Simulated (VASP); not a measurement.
## Mo: single point with r2SCAN

Crystal: Mo.

```
Mo
1.0
     2.65345    0.00000    0.00000
    -1.32672    2.29795    0.00000
     0.00000    0.00000    2.63184
Mo
1
Direct
  0.00000 0.00000 0.50000
```

This cell differs from its parent crystal: strain -0.030 along x and y, +0.030 along z.

| Quantity | Value |
| --- | --- |
| Program | VASP 6.6.1 |
| Task | single point |
| Functional | r2SCAN |
| Potentials or basis | VASP PAW PBE potentials, release 64 (Mo_sv) |
| Cutoff | 520 eV |
| k mesh | 18 × 18 × 18 |
| Occupations | gaussian, width 0.15 eV |
| Spin | no spin polarisation |

```yaml
Pressure: 10.7 GPa
Band_gap_on_the_k_mesh: zero (band 7 reaches 13.23 eV, above the bottom of band 8 at 11.13 eV)
```

Stress tensor (GPa, compression positive):
```
20.69  0.00  0.00
 0.00 20.69  0.00
 0.00  0.00 -9.16
```

Levels at points of the mesh, in eV from the Fermi level:
```tsv
k point	band 5	band 6	band 7	band 8	band 9	band 10
(0.00, 0.00, 0.00)	-7.47	-5.01	-1.13	-1.13	4.22	4.22
(0.50, 0.00, 0.00)	-5.72	-3.26	0.16	1.20	3.36	5.07
(0.00, 0.00, 0.50)	-4.62	-0.78	-0.48	-0.48	1.50	1.50
(0.50, 0.00, 0.50)	-5.90	-4.43	0.00	5.32	5.80	6.32
```

It took 2 min on 1 thread of Intel(R) Xeon(R) 6975P-C (Granite Rapids), with other jobs on the host, peak memory 0.19 GiB.

Caveat: the cell differs from its parent crystal (strain -0.030 along x and y, +0.030 along z); the PAW data sets were made with another functional, which shifts forces and pressure a little.
